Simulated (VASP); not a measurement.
Wanted: the native input for a VASP 6.6.1 run.

| Quantity | Value |
| --- | --- |
| Task | single point |
| Functional | PBE |
| Potentials or basis | VASP PAW PBE potentials, release 64 (K_sv, I) |
| Cutoff | 500 eV |
| k mesh | 6 × 6 × 6 |
| Occupations | gaussian, width 0.02 eV |
| Spin | no spin polarisation |
| Dipole correction | no |
| Further INCAR settings | ALGO = Normal; EDIFF = 1e-06; NBANDS = 15 |

The structure of KI lies in POSCAR:

```
KI
1.0
    4.1427446465      0.0000000000      0.0000000000
    0.0000000000      4.1427446465      0.0000000000
    0.0000000000      0.0000000000      4.1427446465
K I
1 1
Direct
    0.0000000000      0.0000000000      0.0000000000
    0.5000000000      0.5000000000      0.5000000000
```

This cell differs from its parent crystal: Cs replaced by K, lengths x 0.936, strained.

The input as run:

INCAR

```
ALGO     = Normal         # electronic algorithm
EDIFF    = 1E-6           # SCF threshold, eV
ENCUT    = 500            # plane-wave cutoff, eV
GGA      = PE             # functional
GGA_COMPAT= False        
ISIF     = 2              # what is computed and relaxed
ISMEAR   = 0              # smearing method
LASPH    = True           # aspherical terms in the spheres
LCHARG   = True           # write CHGCAR
LELF     = True           # ELF
LREAL    = False          # projectors in reciprocal space
LVHAR    = True         
LWAVE    = False          # write WAVECAR
NBANDS   = 15             # bands
NELM     = 120            # most SCF steps
PREC     = Accurate       # precision mode
SIGMA    = 0.02           # smearing width, eV
```

KPOINTS

```
k-points
0
Gamma
  6 6 6
```

Potentials or basis: VASP PAW PBE potentials, release 64 (K_sv, I).

Command:

```bash
$ cat potpaw_PBE.64/K_sv/POTCAR potpaw_PBE.64/I/POTCAR > POTCAR
$ mpirun -np 1 vasp_std > vasp.out
```

It gave:

```
Pressure               : 2.5 GPa
Band gap on the k mesh : 3.62 eV, indirect (least direct gap 3.80 eV)
```

Caveat: the cell differs from its parent crystal (Cs replaced by K, lengths x 0.936, strained); spin-orbit coupling is left out, which moves the levels of the heavy elements.

It took 25 s on 1 thread of AMD EPYC 7R13 Processor (Zen 3), with other jobs on the host, peak memory 0.14 GiB.
